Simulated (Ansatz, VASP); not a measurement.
# HfC: VASP beside Ansatz

Contents of INCAR:

```
SYSTEM = HfC
ALGO = Normal ; EDIFF = 1E-7
ENCUT = 520 ; GGA = PS
ISIF = 2 ; ISMEAR = -1
LASPH = .True. ; LCHARG = .False.
LREAL = .False. ; LWAVE = .False.
NBANDS = 14 ; NELM = 80
PREC = Accurate ; SIGMA = 0.05
```

File KPOINTS:

```
k-points
0
Gamma
  11 11 11
  0 0 0
```

Contents of POSCAR:

```
HfC
1.0
    0.0000000000      2.2612690210      2.2612690210
    2.2612690210      0.0000000000      2.2612690210
    2.2612690210      2.2612690210      0.0000000000
Hf C
1 1
Direct
    0.5000000000      0.5000000000      0.5000000000
    0.0000000000      0.0000000000      0.0000000000
```

Input for Ansatz:

```yaml
crystal:
  lattice:
    - [0.0, 2.2612690209588404, 2.2612690209588404]
    - [2.2612690209588404, 0.0, 2.2612690209588404]
    - [2.2612690209588404, 2.2612690209588404, 0.0]
  atoms:
    - { symbol: Hf, position: [0.5, 0.5, 0.5] }
    - { symbol: C, position: [0.0, 0.0, 0.0] }
basis:
  ecutwfc: 500.0
kpoints:
  mp_grid:
    grid: [11, 11, 11]
hamiltonian:
  xc: pbesol
  pseudopotentials:
    kind: paw
scf:
  occupations:
    method: fermi_dirac
    width: 0.05
output:
  stress: true
```

Alike in both runs: task single point; functional PBEsol; k mesh 11 × 11 × 11; occupations fermi-dirac, width 0.05 eV; no spin polarisation.

|  | VASP | Ansatz |
| --- | --- | --- |
| version | VASP 6.6.1 | Ansatz 0.2.0 |
| potentials or method | VASP PAW PBE potentials, release 64 (Hf_pv, C), cutoff 520 eV | plane waves, PAW |
| valence electrons in the cell | 14 | 30 |

|  | VASP | Ansatz | Ansatz less VASP |
| --- | --- | --- | --- |
| pressure (GPa) | 15.5 | 15.4 | -0.09 |

VASP's potentials were made for PBE, not for PBEsol. VASP's potentials hold 14 valence electrons a cell and Ansatz's 30, so a difference there can come from the potentials and not from the codes.

Spin-orbit coupling is off throughout.
